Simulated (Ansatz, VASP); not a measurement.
**Two plane-wave programs on NbAs**

```xyz
4
Lattice="-1.7259 1.7259 5.8400 1.7259 -1.7259 5.8400 1.7259 1.7259 -5.8400" Properties=species:S:1:pos:R:3 pbc="T T T"
Nb    0.0000    1.7259    0.0000
Nb    0.0000    0.0000    8.7600
As    0.0000    1.7259    4.8589
As    0.0000    0.0000    1.9389
```

Alike in both runs: functional RPBE; k mesh 11 × 11 × 11; occupations fermi-dirac, width 0.05 eV; no spin polarisation.

```csv
,VASP,Ansatz
version,VASP 6.6.1,Ansatz 0.2.0
potentials or method,"VASP PAW PBE potentials, release 64 (Nb_sv, As)",Ansatz PAW
plane-wave cutoff (eV),520,420
valence electrons in the cell,36,56
task,single point,band structure
```

|  | VASP | Ansatz | Ansatz less VASP |
| --- | --- | --- | --- |
| gap on the k mesh at the Fermi level (eV) | none | none | - |
| pressure (GPa) | 5.9 | 5.9 | +0.05 |
| traceless stress, the component that is largest in VASP (GPa) | 0.29 | 0.31 | +0.022 |
| rms of the force components (eV/Å) | 0.175 | 0.175 | -0.0002 |

VASP's potentials were made for PBE, not for RPBE. Atom by atom the forces differ by 0.000 eV/Å (rms over components). A gap of «none» marks a metal or a gap that the smearing closes. The functional is the same, so the differences come from potentials, cutoffs and numerics. VASP's potentials hold 36 valence electrons a cell and Ansatz's 56, so a difference there can come from the potentials and not from the codes.
